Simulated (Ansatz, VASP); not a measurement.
# Two plane-wave programs on AgO

File INCAR:

```
SYSTEM = AgO
PREC     = Accurate       ! precision mode
ENCUT    = 520            ! plane-wave cutoff, eV
EDIFF    = 1E-6           ! SCF threshold, eV
ISMEAR   = 0              ! smearing method
SIGMA    = 0.15           ! smearing width, eV
LREAL    = .False.        ! projectors in reciprocal space
LASPH    = .True.         ! aspherical terms in the spheres
NELM     = 60             ! most SCF steps
ALGO     = Normal         ! electronic algorithm
ISIF     = 2              ! what is computed and relaxed
LWAVE    = .False.        ! write WAVECAR
LCHARG   = .False.        ! write CHGCAR
GGA      = PS             ! functional
NBANDS   = 16             ! bands
```

Contents of KPOINTS:

```
Automatic mesh
0
Gamma
  20 20 20
  0 0 0
```

The input POSCAR:

```
AgO
1.0
    0.0000000000      2.7530680903      2.4746679463
    2.7530680903      0.0000000000      2.4746679463
    2.7530680903      2.7530680903      0.0000000000
Ag O
1 1
Direct
    0.0000000000      0.0000000000      0.0000000000
    0.7500000000      0.7500000000      0.7500000000
```

Input for Ansatz:

```yaml
crystal:
  lattice:
    - [0.0, 2.7530680903, 2.4746679463]
    - [2.7530680903, 0.0, 2.4746679463]
    - [2.7530680903, 2.7530680903, 0.0]
  atoms:
    - { symbol: Ag, position: [0.0, 0.0, 0.0] }
    - { symbol: O, position: [0.75, 0.75, 0.75] }
basis:
  ecutwfc: 420
kpoints:
  mp_grid: { grid: [20, 20, 20] }
hamiltonian:
  xc: pbesol
scf:
  occupations: { method: gaussian, width: 0.15 }
output:
  forces: true
  stress: true
  eigenvalues: true
```

Change from the starting cell: strain +0.1125 x Voigt [1, 1, 0, 0, 0, 0], atoms carried along.

Alike in both runs: task single point; functional PBEsol; k mesh 20 × 20 × 20; occupations gaussian, width 0.15 eV; no spin polarisation.

```csv
,VASP,Ansatz
version,VASP 6.6.1,Ansatz 0.2.0
potentials or method,"VASP PAW PBE potentials, release 64 (Ag, O), cutoff 520 eV","scalar-relativistic, plane waves, PAW"
valence electrons in the cell,17,25
```

Ansatz gave:

| Item | Value |
| --- | --- |
| gap on the k mesh at the Fermi level (eV) | none |
| pressure (GPa) | -13.6 |
| traceless stress, the component that is largest in VASP (GPa) | 1.24 |

Q: Which values does VASP return?

A: gap on the k mesh at the Fermi level (eV): none; pressure (GPa): -13.7; traceless stress, the component that is largest in VASP (GPa): 1.23.

VASP's potentials were made for PBE, not for PBEsol. A gap of «none» marks a metal or a gap that the smearing closes. VASP's potentials hold 17 valence electrons a cell and Ansatz's 25, so a difference there can come from the potentials and not from the codes.
